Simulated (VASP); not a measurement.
Input of a VASP 6.6.1 run:

Contents of INCAR:

```
PREC     = Accurate       # precision mode
ENCUT    = 520            # plane-wave cutoff, eV
EDIFF    = 1E-7           # SCF threshold, eV
ISMEAR   = 0              # smearing method
SIGMA    = 0.15           # smearing width, eV
LREAL    = F              # projectors in reciprocal space
LASPH    = T              # aspherical terms in the spheres
NELM     = 100            # most SCF steps
ALGO     = Normal         # electronic algorithm
ISIF     = 2              # what is computed and relaxed
LWAVE    = F              # write WAVECAR
LCHARG   = F              # write CHGCAR
NBANDS   = 11             # bands
```

File KPOINTS:

```
regular mesh
0
Gamma
  20 20 20
```

The input POSCAR:

```
Si
1.0
   -2.1816625201      2.1816625201      1.2760947743
    2.1816625201     -2.1816625201      1.2760947743
    2.1816625201      2.1816625201     -1.2760947743
Si
2
Direct
    0.2500000000      0.7500000000      0.5000000000
    0.5000000000      0.5000000000      0.0000000000
```

Potentials or basis: VASP PAW LDA potentials, release 64 (Si).

Run with:

```bash
$ cat potpaw_LDA.64/Si/POTCAR > POTCAR
$ mpirun -np 1 vasp_std > vasp.out
```

Q: Predict the pressure.

A: 38.5 GPa.

Q: What does it give for the band gap on the k mesh?

A: Zero (bands 4 and 5 overlap by 8.36 eV).

Stress tensor (GPa, compression positive):
```
44.89  0.00  0.00
 0.00 44.89  0.00
 0.00  0.00 25.70
```

Caveat: the cell differs from its parent crystal (strain -0.080 along x and y, -0.040 along z); the cell stands under pressure.
